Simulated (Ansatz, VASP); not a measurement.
# Two plane-wave programs on C

The input POSCAR:

```
C
1.0
    2.6197200000      0.0000000000      0.0000000000
    0.0000000000      2.6197200000      0.0000000000
    0.0000000000      0.0000000000      2.6197200000
C
3
Direct
    0.0000000000      0.5000000000      0.5000000000
    0.5000000000      0.0000000000      0.5000000000
    0.5000000000      0.5000000000      0.0000000000
```

INCAR.step1

```
SYSTEM = C
PREC = Accurate ; ENCUT = 520
EDIFF = 1E-5 ; ISMEAR = -1
SIGMA = 0.05 ; LREAL = .False.
LASPH = .True. ; NELM = 100
ALGO = Normal ; ISIF = 2
LWAVE = .True. ; LCHARG = .False.
GGA = PE ; NBANDS = 13
```

Contents of INCAR.step2:

```
SYSTEM = C
PREC = Accurate ; ENCUT = 520
EDIFF = 1E-6 ; ISMEAR = -1
SIGMA = 0.05 ; LREAL = .False.
LASPH = .True. ; NELM = 100
ALGO = Normal ; ISIF = 2
LWAVE = .False. ; LCHARG = .False.
GGA = PE ; LHFCALC = .True.
AEXX = 0.15 ; HFSCREEN = 0.2
PRECFOCK = Normal ; ISTART = 1
NBANDS = 13
```

The input KPOINTS:

```
regular mesh
0
Gamma
  5 5 5
  0 0 0
```

File input:

```
crystal:
  lattice:
    - [2.61972, 0.0, 0.0]
    - [0.0, 2.61972, 0.0]
    - [0.0, 0.0, 2.61972]
  atoms:
    - { symbol: C, position: [0.0, 0.5, 0.5] }
    - { symbol: C, position: [0.5, 0.0, 0.5] }
    - { symbol: C, position: [0.5, 0.5, 0.0] }
hamiltonian:
  xc: { exchange: pbe, correlation: pbe, exx: { coeff: 0.15, omega: 0.2 } }
  pseudopotentials: { kind: paw }
kpoints:
  mp_grid: { grid: [5, 5, 5] }
scf:
  occupations: { method: fermi_dirac, width: 0.05 }
output:
  forces: true
  stress: true
  eigenvalues: true
  write_density: true
  write_potential: true
  elf: true
  volumetric_format: npy
```

Alike in both runs: task single point; functional PBE-based screened hybrid with a share of 0.15 of exact exchange and HFSCREEN = 0.2; k mesh 5 × 5 × 5; occupations fermi-dirac, width 0.05 eV; no spin polarisation.

|  | VASP | Ansatz |
| --- | --- | --- |
| version | VASP 6.6.1 | Ansatz 0.2.0 |
| potentials or method | VASP PAW PBE potentials, release 64 (C) | Ansatz PAW |
| plane-wave cutoff (eV) | 520 | 420 |
| valence electrons in the cell | 12 | 12 |

|  | VASP | Ansatz | Ansatz less VASP |
| --- | --- | --- | --- |
| gap on the k mesh at the Fermi level (eV) | none | none | - |
| pressure (GPa) | 1.4 | 1.4 | +0.03 |

VASP's potentials were made for PBE, not for PBE-based screened hybrid. A gap of «none» marks a metal or a gap that the smearing closes. With one functional, cell and mesh, what is left measures potentials, basis and numerics.

The k mesh is coarse, so the values compare programs but aren't converged.
